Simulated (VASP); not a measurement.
Write the native input for VASP 6.6.1 that does the following.

| Item | Value |
| --- | --- |
| Task | single point |
| Functional | PBEsol |
| Potentials or basis | VASP PAW PBE potentials, release 64 (Ta_pv, Si) |
| Cutoff | 520 eV |
| k mesh | 12 × 12 × 12 |
| Occupations | gaussian, width 0.15 eV |
| Spin | no spin polarisation |
| Dipole correction | no |
| Further INCAR settings | ALGO = Fast; EDIFF = 1e-06; NBANDS = 35 |

The structure of Ta2Si lies in POSCAR:

```
Ta2Si
1.0
   -2.8229065819      2.8229065819      2.6206953359
    2.8229065819     -2.8229065819      2.6206953359
    2.8229065819      2.8229065819     -2.6206953359
Ta Si
4 2
Direct
    0.6630661939      0.8369338061      0.5000000000
    0.8369338061      0.3369338061      0.1738676123
    0.3369338061      0.1630661939      0.5000000000
    0.1630661939      0.6630661939      0.8261323878
    0.2500000000      0.2500000000      0.0000000000
    0.7500000000      0.7500000000      0.0000000000
```

This cell differs from its parent crystal: strain -0.080 along x and y, +0.040 along z.

These files were run (other wordings do the same):

INCAR

```
SYSTEM = Ta2Si
PREC = Accurate
ENCUT = 520
EDIFF = 1E-6
ISMEAR = 0
SIGMA = 0.15
LREAL = .FALSE.
LASPH = .TRUE.
NELM = 80
ALGO = Fast
ISIF = 2
LWAVE = .FALSE.
LCHARG = .FALSE.
GGA = PS
NBANDS = 35
```

KPOINTS

```
Automatic mesh
0
G
  12 12 12
  0 0 0
```

Potentials or basis: VASP PAW PBE potentials, release 64 (Ta_pv, Si).

Command:

```bash
$ cat potpaw_PBE.64/Ta_pv/POTCAR potpaw_PBE.64/Si/POTCAR > POTCAR
$ mpirun -np 1 vasp_std > vasp.out
```

It gave:

- Pressure: 41.0 GPa
- Largest force: 0.062 eV/Å
- Band gap on the k mesh: zero (band 26 reaches 9.11 eV, above the bottom of band 27 at 8.30 eV)

Caveat: the cell differs from its parent crystal (strain -0.080 along x and y, +0.040 along z); the PAW data sets were made with another functional, which shifts forces and pressure a little; spin-orbit coupling is left out, which moves the levels of the heavy elements.

It took 7 min on 1 thread of Intel(R) Xeon(R) Platinum 8259CL CPU @ 2.50GHz (Skylake/Cascade Lake) (shared host), peak memory 0.47 GiB.
